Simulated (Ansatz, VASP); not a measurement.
**One calculation of HgTe, two programs**

```
Hg Te
1.0
     0.00000    2.89387    2.89387
     2.89387    0.00000    2.89387
     2.89387    2.89387    0.00000
Hg Te
1 1
Direct
  0.00000 0.00000 0.00000
  0.50000 0.50000 0.50000
```

Alike in both runs: task single point; functional PBE; dispersion D3(BJ); k mesh 12 × 12 × 12; occupations gaussian, width 0.1 eV; no spin polarisation.

|  | VASP | Ansatz |
| --- | --- | --- |
| version | VASP 6.6.1 | Ansatz 0.2.0 |
| potentials or method | VASP PAW PBE potentials, release 64 (Hg, Te), cutoff 520 eV | scalar-relativistic, plane waves, PAW |
| valence electrons in the cell | 18 | 36 |

|  | VASP | Ansatz | Ansatz less VASP |
| --- | --- | --- | --- |
| gap on the k mesh at the Fermi level (eV) | none | none | - |
| pressure (GPa) | 10.2 | 9.9 | -0.28 |

A gap of «none» marks a metal or a gap that the smearing closes. VASP's potentials hold 18 valence electrons a cell and Ansatz's 36, so a difference there can come from the potentials and not from the codes.

Neither program's run includes spin-orbit coupling.
